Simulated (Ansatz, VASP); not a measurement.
# One calculation of MgO, two programs

Contents of INCAR:

```
ALGO = Normal ; EDIFF = 1E-6
ENCUT = 520 ; GGA = PS
ISIF = 2 ; ISMEAR = 0
LASPH = True ; LCHARG = False
LREAL = False ; LWAVE = False
NBANDS = 16 ; NELM = 60
PREC = Accurate ; SIGMA = 0.05
```

KPOINTS

```
k-points
0
Gamma
  9 9 6
```

The input POSCAR:

```
MgO
1.0
    3.3034677759      0.0000000000      0.0000000000
   -1.6517338880      2.8608870145      0.0000000000
    0.0000000000      0.0000000000      5.0193881071
Mg O
2 2
Direct
    0.3132239255      0.6918336864      0.0036583441
    0.6867760745      0.3081663136      0.5036583441
    0.3519888668      0.6433191775      0.4009416559
    0.6480111332      0.3566808225      0.9009416559
```

Input for Ansatz:

```yaml
crystal:
  lattice:
    - [3.3034677759, 0.0, 0.0]
    - [-1.651733888, 2.8608870145, 0.0]
    - [0.0, 0.0, 5.0193881071]
  atoms:
    - { symbol: Mg, position: [0.3132239255, 0.6918336864, 0.0036583441] }
    - { symbol: Mg, position: [0.6867760745, 0.3081663136, 0.5036583441] }
    - { symbol: O, position: [0.3519888668, 0.6433191775, 0.4009416559] }
    - { symbol: O, position: [0.6480111332, 0.3566808225, 0.9009416559] }
basis:
  ecutwfc: 520.0
kpoints:
  mp_grid: { grid: [9, 9, 6] }
hamiltonian:
  xc: pbesol
  pseudopotentials: { kind: paw, azcp: { folder: soft_1 } }
scf:
  occupations: { method: gaussian, width: 0.05 }
output:
  forces: true
  stress: true
  eigenvalues: true
```

Change from the starting cell: mode 4 frozen in at -0.108 Å and mode 5 at +0.072 Å (largest displacements).

Alike in both runs: task single point; functional PBEsol; k mesh 9 × 9 × 6; occupations gaussian, width 0.05 eV; no spin polarisation.

```csv
,VASP,Ansatz
version,VASP 6.6.1,Ansatz 0.2.0
potentials or method,"VASP PAW PBE potentials, release 64 (Mg, O), cutoff 520 eV","scalar-relativistic, plane waves, PAW"
valence electrons in the cell,16,32
```

```tsv
	VASP	Ansatz	Ansatz less VASP
gap on the k mesh at the Fermi level (eV)	3.24	3.25	+0.005
least direct gap on the mesh (eV)	3.24	3.25	+0.005
pressure (GPa)	-0.6	-0.3	+0.31
traceless stress, the component that is largest in VASP (GPa)	0.51	0.51	-0.003
rms of the force components (eV/Å)	0.199	0.197	-0.0020
```

VASP's potentials were made for PBE, not for PBEsol, and Ansatz warns of the same on its side. Atom by atom the forces differ by 0.002 eV/Å (rms over components). With one functional, cell and mesh, what is left measures potentials, basis and numerics. VASP's potentials hold 16 valence electrons a cell and Ansatz's 32, so a difference there can come from the potentials and not from the codes.
